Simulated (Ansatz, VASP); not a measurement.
# AlCo: VASP beside Ansatz

```xyz
2
Lattice="0.0000 2.4138 2.4138 2.4138 0.0000 2.4138 2.4138 2.4138 0.0000" Properties=species:S:1:pos:R:3 pbc="T T T"
Co    0.0000    0.0000    0.0000
Al    2.4138    2.4138    2.4138
```

Alike in both runs: task relaxation of cell and atoms; functional PBE; k mesh 15 × 15 × 15; occupations fermi-dirac, width 0.05 eV; no spin polarisation.

|  | VASP | Ansatz |
| --- | --- | --- |
| version | VASP 6.6.1 | Ansatz 0.2.0 |
| potentials or method | VASP PAW PBE potentials, release 64 (Co, Al) | PAW with Ansatz's default frozen-core files, scalar-relativistic |
| plane-wave cutoff (eV) | 600 | 420 |
| valence electrons in the cell | 12 | 20 |

VASP gave:

| Quantity | Value |
| --- | --- |
| relaxed volume (Å³/atom) | 13.72 |
| relaxed cell length with the largest relative difference (Å) | 3.385 |

Problem. What did Ansatz give for the same quantities?

Solution. Relaxed volume (Å³/atom): 13.73; relaxed cell length with the largest relative difference (Å): 3.386.

VASP's potentials hold 12 valence electrons a cell and Ansatz's 20, so a difference there can come from the potentials and not from the codes.
